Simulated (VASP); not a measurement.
A run of VASP 6.6.1:

File POSCAR:

```
AlGa3N4
1.0
    5.2930878080      0.0000000000      0.0000174463
    0.0000000000      3.2583167355      0.0000000000
   -0.0038052100      0.0000000000      5.5591494966
Al Ga N
1 3 4
Direct
    0.0005828853      0.5000000000      0.6672982354
    0.4991712869      0.5000000000      0.3350606988
    0.4992511917      0.0000000000      0.8314570704
    0.9998609984      0.0000000000      0.1661913851
    0.1194130440      0.5000000000      0.3406010344
    0.1173310426      0.0000000000      0.8259310373
    0.6202395499      0.0000000000      0.1661937141
    0.6317500112      0.5000000000      0.6672678245
```

INCAR.step1

```
PREC     = Accurate       # precision mode
ENCUT    = 520            # plane-wave cutoff, eV
ISMEAR   = 0              # smearing method
SIGMA    = 0.05           # smearing width, eV
LREAL    = F              # projectors in reciprocal space
LASPH    = T              # aspherical terms in the spheres
NELM     = 100            # most SCF steps
NBANDS   = 41             # bands
GGA      = PE             # functional
ALGO     = Normal         # electronic algorithm
EDIFF    = 1E-4           # SCF threshold, eV
LWAVE    = T              # write WAVECAR
LCHARG   = F              # write CHGCAR
```

INCAR.step2

```
PREC     = Accurate       # precision mode
ENCUT    = 520            # plane-wave cutoff, eV
EDIFF    = 1E-6           # SCF threshold, eV
ISMEAR   = 0              # smearing method
SIGMA    = 0.05           # smearing width, eV
LREAL    = F              # projectors in reciprocal space
LASPH    = T              # aspherical terms in the spheres
NELM     = 100            # most SCF steps
ALGO     = Normal         # electronic algorithm
ISIF     = 2              # what is computed and relaxed
LWAVE    = F              # write WAVECAR
LCHARG   = F              # write CHGCAR
METAGGA  = R2SCAN         # meta-GGA
LMIXTAU  = T            
NBANDS   = 41             # bands
ISTART   = 1
```

The input KPOINTS:

```
regular mesh
0
Gamma
  6 8 4
```

Potentials or basis: VASP PAW PBE potentials, release 64 (Al, Ga_d, N).

Run with:

```console
$ cat potpaw_PBE.64/Al/POTCAR potpaw_PBE.64/Ga_d/POTCAR potpaw_PBE.64/N/POTCAR > POTCAR
$ cp INCAR.step1 INCAR
$ mpirun -np 1 vasp_std > vasp.out
$ cp INCAR.step2 INCAR
$ mpirun -np 1 vasp_std > vasp.out
```

Hardware: 1 thread of AMD EPYC 9R45 96-Core Processor (Zen 5), with other jobs on the host.

Problem. How long does it take, and how much memory?

Solution. Wall time 9.8 min on 1 thread of AMD EPYC 9R45 96-Core Processor (Zen 5), on a shared host, peak memory 0.32 GiB. Counts: k points 70.
